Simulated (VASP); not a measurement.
# Ru (P6_3/mmc) in VASP: further runs

Ru is run at these levels: PBE; tasks: single point.

Everything below comes from runs of VASP 6.6.1. Logs are shortened: lines on timing, memory, paths and dates and some standing lists are left out, and cuts for length are marked.

## 1. The cell of the first run

The structure is hexagonal, space group P6_3/mmc (No. 194). The conventional cell has a = 2.724 Å, b = 2.724 Å, c = 4.289 Å, α = 90.00°, β = 90.00°, γ = 120.00°. Ru (site symmetry -6m2) has 12 Ru at 2.66 to 2.72 Å within 3.5 Å.

## 2. Single point, PBE

Input file INCAR:

```
SYSTEM = Ru
PREC = Accurate
ENCUT = 520
EDIFF = 1E-6
ISMEAR = -1
SIGMA = 0.1
LREAL = .False.
LASPH = .True.
NELM = 60
ALGO = Normal
ISIF = 2
LWAVE = .False.
LCHARG = .False.
GGA = PE
NBANDS = 21
```

Input file KPOINTS:

```
regular mesh
0
Gamma
  14 14 8
  0 0 0
```

Input file POSCAR:

```
Ru
1.0
    2.7235595794      0.0000000000      0.0000000000
   -1.3617797897      2.3586717845      0.0000000000
    0.0000000000      0.0000000000      4.2890849607
Ru
2
Direct
    0.3333333333      0.6666666667      0.2500000000
    0.6666666667      0.3333333333      0.7500000000
```

Potentials or basis: VASP PAW PBE potentials, release 64 (Ru_pv).

Run with:

```
> cat potpaw_PBE.64/Ru_pv/POTCAR > POTCAR
> mpirun -np 1 vasp_std > vasp.out
```

OUTCAR:

```text
SYSTEM = Ru
   PREC = Accurate
   ENCUT = 520
   EDIFF = 1E-6
   ISMEAR = -1
   LREAL = .False.
   LASPH = .True.
   NELM = 60
   ISIF = 2
   GGA = PE

 ion  position               nearest neighbor table
   1  0.333  0.667  0.250-   2 2.66   2 2.66   2 2.66   2 2.66   2 2.66   2 2.66
   2  0.667  0.333  0.750-   1 2.66   1 2.66   1 2.66   1 2.66   1 2.66   1 2.66

  LATTYP: Found a hexagonal cell.
 ALAT       =     2.7235595794
 C/A-ratio  =     1.5748085679

  Lattice vectors:

 A1 = (   2.7235595794,   0.0000000000,   0.0000000000)
 A2 = (  -1.3617797897,   2.3586717845,   0.0000000000)
 A3 = (   0.0000000000,   0.0000000000,   4.2890849607)

Analysis of symmetry for initial positions (statically):
=====================================================================
 Subroutine PRICEL returns:
 Original cell was already a primitive cell.

 Routine SETGRP: Setting up the symmetry group for a
 hexagonal supercell.

 Subroutine GETGRP returns: Found 24 space group operations
 (whereof 12 operations were pure point group operations)
 out of a pool of 24 trial point group operations.

The static configuration has the point symmetry D_3d.
 The point group associated with its full space group is D_6h.

Analysis of symmetry for dynamics (positions and initial velocities):
=====================================================================
 Subroutine PRICEL returns:
 Original cell was already a primitive cell.

 Routine SETGRP: Setting up the symmetry group for a
 hexagonal supercell.

 Subroutine GETGRP returns: Found 24 space group operations
 (whereof 12 operations were pure point group operations)
 out of a pool of 24 trial point group operations.

The dynamic configuration has the point symmetry D_3d.
 The point group associated with its full space group is D_6h.

 Subroutine INISYM returns: Found 24 space group operations
 (whereof 12 operations are pure point group operations),
 and found     1 'primitive' translations

----------------------------------------------------------------------------------------

                                     Primitive cell

  volume of cell :      27.5530

  direct lattice vectors                    reciprocal lattice vectors
     2.723559579  0.000000000  0.000000000     0.367166559  0.211983712  0.000000000
    -1.361779790  2.358671784  0.000000000     0.000000000  0.423967424  0.000000000
     0.000000000  0.000000000  4.289084961     0.000000000  0.000000000  0.233149963

  length of vectors
     2.723559579  2.723559579  4.289084961     0.423967424  0.423967424  0.233149963

  position of ions in fractional coordinates (direct lattice)
     0.333333333  0.666666667  0.250000000
     0.666666667  0.333333333  0.750000000

  ion indices of the primitive-cell ions
   primitive index   ion index
                 1           1
                 2           2

----------------------------------------------------------------------------------------

 KPOINTS: regular mesh

Automatic generation of k-mesh.
 Grid dimensions read from file:
 generate k-points for:   14   14    8

 Generating k-lattice:

  Cartesian coordinates                     Fractional coordinates (reciprocal lattice)
     0.026226183  0.015141694  0.000000000     0.071428571  0.000000000  0.000000000
     0.000000000  0.030283387  0.000000000     0.000000000  0.071428571  0.000000000
     0.000000000  0.000000000  0.029143745     0.000000000  0.000000000  0.125000000

  Length of vectors
     0.030283387  0.030283387  0.029143745

  Shift w.r.t. Gamma in fractional coordinates (k-lattice)
     0.000000000  0.000000000  0.000000000

 Subroutine IBZKPT returns following result:
 ===========================================

 Found    120 irreducible k-points:

 Following reciprocal coordinates:
            Coordinates               Weight
  0.000000  0.000000  0.000000      1.000000
  0.071429  0.000000  0.000000      6.000000
  0.142857  0.000000  0.000000      6.000000
  0.214286  0.000000  0.000000      6.000000
  0.285714  0.000000  0.000000      6.000000
  0.357143  0.000000  0.000000      6.000000
[... 16 lines left out ...]
  0.285714  0.285714  0.000000      6.000000
  0.357143  0.285714  0.000000      6.000000
 [... further k-points ...]
   k-points           NKPTS =    120   k-points in BZ     NKDIM =    120   number of bands    NBANDS=     21
   number of dos      NEDOS =    301   number of ions     NIONS =      2
   total plane-waves  NPLWV =  12800
   dimension x,y,z NGX =    20 NGY =   20 NGZ =   32
   dimension x,y,z NGXF=    40 NGYF=   40 NGZF=   64
   ions per type =               2
   NGX,Y,Z   is equivalent  to a cutoff of  12.21, 12.21, 12.40 a.u.
   NGXF,Y,Z  is equivalent  to a cutoff of  24.42, 24.42, 24.81 a.u.
 SYSTEM =  Ru
   PREC   = accura    normal or accurate (medium, high low for compatibility)
   ISTART =      0    job   : 0-new  1-cont  2-samecut
   ICHARG =      2    charge: 1-file 2-atom 10-const
   ISPIN  =      1    spin polarized calculation?
   LNONCOLLINEAR =      F non collinear calculations
   LSORBIT =      F    spin-orbit coupling
   LASPH  =      T    aspherical Exc in radial PAW
   ENCUT  =  520.0 eV  38.22 Ry    6.18 a.u.   5.06  5.06  7.97*2*pi/ulx,y,z
   NELM   =     60;   NELMIN=  2; NELMDL= -5     # of ELM steps
   EDIFF  = 0.1E-05   stopping-criterion for ELM
   LREAL  =      F    real-space projection
   EDIFFG = 0.1E-04   stopping-criterion for IOM
   NSW    =      0    number of steps for IOM
   IBRION =     -1    ionic relax: 0-MD 1-quasi-New 2-CG
   NFREE  =      0    steps in history (QN), initial steepest desc. (CG)
   ISIF   =      2    stress and relaxation
   ISYM   =      2    0-nonsym 1-usesym 2-fastsym
   POTIM  = 0.5000    time-step for ionic-motion
   TEBEG  =    0.0;   TEEND  =   0.0 temperature during run
   PSTRESS=    0.0 pullay stress
   NELECT =      28.0000    total number of electrons
   NUPDOWN=      -1.0000    fix difference up-down
   EMIN   =  10.00;   EMAX   =-10.00  energy-range for DOS
   EFERMI =   0.00;   METHOD = LEGACY
   ISMEAR =    -1;   SIGMA  =   0.10  broadening in eV -4-tet -1-fermi 0-gaus
   EFERMI_NEDOS =   21; number of points for ismear=-14 and -15
   IALGO  =     38    algorithm
   IMIX   =      4    mixing-type and parameters
     AMIX     =   0.40;   BMIX     =  1.00
     AMIX_MAG =   1.60;   BMIX_MAG =  1.00
  volume/ion in A,a.u.               =      13.78        92.97
  Fermi-wavevector in a.u.,A,eV,Ry     =   1.645904  3.110308 36.858181  2.709000
  Thomas-Fermi vector in A             =   2.735622
   LORBIT       =      0    0 simple, 1 ext, 2 COOP (PROOUT), +10 PAW based schemes
   GGA     = PE    functional components
   LHFCALC =     F    Hartree Fock is set to
   AEXX    =    0.0000 exact exchange contribution
   IVDW    =     0    specifies the selected vdW correction
   LEPSILON=     F    determine dielectric tensor
   LRPA    =     F    only Hartree local field effects (RPA)
 non-spin polarized calculation
  energy-cutoff  :      520.00
  volume of cell :       27.55
 maximum number of plane-waves:       756
   NGX = 11   NGY = 11   NGZ = 15

 number of electron      28.0000012 magnetization

 Free energy of the ion-electron system (eV)
  ---------------------------------------------------
  ext. energy  EPLUGINS =         0.00000000
  ---------------------------------------------------
  free energy    TOTEN  =       -18.49449194 eV

  energy without entropy =      -18.43582143  energy(sigma->0) =      -18.46515668

 E-fermi :  12.5819     XC(G=0): -14.0293

 val. band max:       12.5815266748   @ k =   0.4286   0.0714   0.2500
 cond. band min:      12.5863227134   @ k =   0.2143   0.0714   0.0000
 fundamental gap:      0.0047960386
 Fermi energy:        12.5818613826

 k-point     1 :       0.0000    0.0000    0.0000
  band No.  band energies     occupation
      1     -31.0273      2.00000
      2     -30.1360      2.00000
      3     -30.1360      2.00000
      4     -29.9692      2.00000
      5     -29.9692      2.00000
      6     -29.9265      2.00000
[... 13 lines left out ...]
     20      23.0104      0.00000
     21      23.0261      0.00000

 k-point     2 :       0.0714    0.0000    0.0000
  band No.  band energies     occupation
      1     -31.0107      2.00000
      2     -30.1705      2.00000
      3     -30.1478      2.00000
      4     -30.0054      2.00000
      5     -29.9739      2.00000
      6     -29.9345      2.00000
[... 13 lines left out ...]
     20      23.0104      0.00000
     21      23.0244      0.00000

 k-point     3 :       0.1429    0.0000    0.0000
  band No.  band energies     occupation
      1     -30.9625      2.00000
      2     -30.2674      2.00000
      3     -30.1801      2.00000
      4     -30.1053      2.00000
      5     -29.9876      2.00000
      6     -29.9583      2.00000
[... 13 lines left out ...]
     20      23.0104      0.00000
     21      23.0207      0.00000

 k-point     4 :       0.2143    0.0000    0.0000
  band No.  band energies     occupation
      1     -30.8876      2.00000
      2     -30.4076      2.00000
      3     -30.2459      2.00000
      4     -30.2251      2.00000
      5     -30.0089      2.00000
      6     -29.9978      2.00000
[... 13 lines left out ...]
     20      23.0103      0.00000
     21      23.0172      0.00000

 k-point     5 :       0.2857    0.0000    0.0000
  band No.  band energies     occupation
      1     -30.7941      2.00000
      2     -30.5633      2.00000
      3     -30.3969      2.00000
      4     -30.2734      2.00000
      5     -30.0521      2.00000
      6     -30.0338      2.00000
[... 13 lines left out ...]
     20      23.0102      0.00000
     21      23.0144      0.00000
[... 382 lines left out ...]
     20      23.0080      0.00000
     21      23.0208      0.00000

 k-point    22 :       0.3571    0.2143    0.0000
  band No.  band energies     occupation
      1     -30.7495      2.00000
      2     -30.5817      2.00000
      3     -30.4952      2.00000
      4     -30.4750      2.00000
      5     -30.2682      2.00000
      6     -30.2522      2.00000
[... 13 lines left out ...]
     20      23.0100      0.00000
     21      23.0114      0.00000

 k-point    23 :       0.2857    0.2857    0.0000
  band No.  band energies     occupation
      1     -30.7140      2.00000
      2     -30.5902      2.00000
      3     -30.4814      2.00000
      4     -30.4725      2.00000
      5     -30.3026      2.00000
      6     -30.2799      2.00000
[... 13 lines left out ...]
     20      23.0101      0.00000
     21      23.0108      0.00000

 k-point    24 :       0.3571    0.2857    0.0000
  band No.  band energies     occupation
      1     -30.7178      2.00000
      2     -30.5404      2.00000
      3     -30.5384      2.00000
      4     -30.4224      2.00000
      5     -30.3358      2.00000
      6     -30.3333      2.00000
[... 13 lines left out ...]
     20      23.0105      0.00000
     21      23.0106      0.00000

 [... further k-points ...]

------------------------ aborting loop because EDIFF is reached ----------------------------------------

  FORCE on cell =-STRESS in cart. coord.  units (eV):
  Direction    XX          YY          ZZ          XY          YZ          ZX
  --------------------------------------------------------------------------------------
  -------------------------------------------------------------------------------------
  Total       -0.0503366     -0.0503366      0.0791211     -0.0000000      0.0000000      0.0000000
  in kB       -2.9270171     -2.9270171      4.6008043     -0.0000000      0.0000000      0.0000000
  external PRESSURE =      -0.4177433 kB  Pullay stress =       0.0000000 kB

 VOLUME and BASIS-vectors are now :
 -----------------------------------------------------------------------------
  energy-cutoff  :      520.00
  volume of cell :       27.55
      direct lattice vectors                 reciprocal lattice vectors
     2.723559579  0.000000000  0.000000000     0.367166559  0.211983712  0.000000000
    -1.361779790  2.358671784  0.000000000     0.000000000  0.423967424  0.000000000
     0.000000000  0.000000000  4.289084961     0.000000000  0.000000000  0.233149963

 POSITION                                       TOTAL-FORCE (eV/Angst)
 -----------------------------------------------------------------------------------
     -0.00000      1.57245      1.07227        -0.000000      0.000000      0.000000
      1.36178      0.78622      3.21681         0.000000     -0.000000      0.000000
 -----------------------------------------------------------------------------------
    total drift:                               -0.000000      0.000000     -0.000000

  FREE ENERGIE OF THE ION-ELECTRON SYSTEM (eV)
  ---------------------------------------------------
  free  energy   TOTEN  =       -18.4944919394 eV

  energy  without entropy=      -18.4358214264  energy(sigma->0) =      -18.46515668
```

Wall time 92 s (1 thread of AMD EPYC 7R13, shared host); peak memory 0.14 GiB.

Results:

```yaml
Free_energy: -18.4945 eV
Pressure: 0.0 GPa
Band_gap_on_the_k_mesh: zero (band 14 reaches 14.13 eV, above the bottom of band 15 at 11.07 eV)
```

Levels at points of the mesh, in eV from the Fermi level:
| k point | band 10 | band 11 | band 12 | band 13 | band 14 | band 15 | band 16 | band 17 | band 18 | band 19 |
| --- | --- | --- | --- | --- | --- | --- | --- | --- | --- | --- |
| (0.00, 0.00, 0.00) | -2.55 | -2.33 | -1.87 | -1.87 | -1.40 | -1.40 | 1.15 | 1.15 | 1.33 | 10.18 |
| (0.50, 0.00, 0.00) | -2.99 | -2.01 | -1.79 | -1.47 | 1.35 | 1.77 | 1.88 | 3.97 | 6.00 | 10.42 |
| (0.00, 0.00, 0.50) | -2.72 | -2.72 | -2.72 | -2.65 | -2.65 | 0.53 | 0.53 | 0.53 | 0.53 | 10.43 |
| (0.50, 0.00, 0.50) | -4.42 | -1.06 | -1.06 | 0.43 | 0.43 | 1.61 | 1.61 | 3.33 | 3.33 | 10.34 |

## 3. Single point, PBE

Input file INCAR:

```
PREC = Accurate
ENCUT = 520
EDIFF = 1E-6
ISMEAR = -1
SIGMA = 0.1
LREAL = False
LASPH = True
NELM = 100
ALGO = Normal
ISIF = 2
LWAVE = False
LCHARG = False
GGA = PE
NBANDS = 21
```

Input file KPOINTS:

```
regular mesh
0
Gamma
  19 19 11
```

POSCAR is that of step 2.

Potentials or basis: VASP PAW PBE potentials, release 64 (Ru_pv).

Run with:

```
> cat potpaw_PBE.64/Ru_pv/POTCAR > POTCAR
> mpirun -np 1 vasp_std > vasp.out
```

Wall time 3.2 min (1 thread of AMD EPYC 7R13, shared host); peak memory 0.19 GiB.

Results (log left out):

```
Free energy            : -18.4967 eV
Pressure               : -0.1 GPa
Band gap on the k mesh : zero (band 14 reaches 14.09 eV, above the bottom of band 15 at 10.94 eV)
```

Stress tensor (GPa, compression positive):
```
-0.35  0.00  0.00
 0.00 -0.35  0.00
 0.00  0.00  0.32
```

Levels at points of the mesh, in eV from the Fermi level:
```tsv
k point	band 11	band 12	band 13	band 14	band 15	band 16	band 17	band 18
(0.00, 0.00, 0.00)	-2.33	-1.88	-1.88	-1.41	-1.41	1.15	1.15	1.32
```

(Part 1 of 2 ends here.)
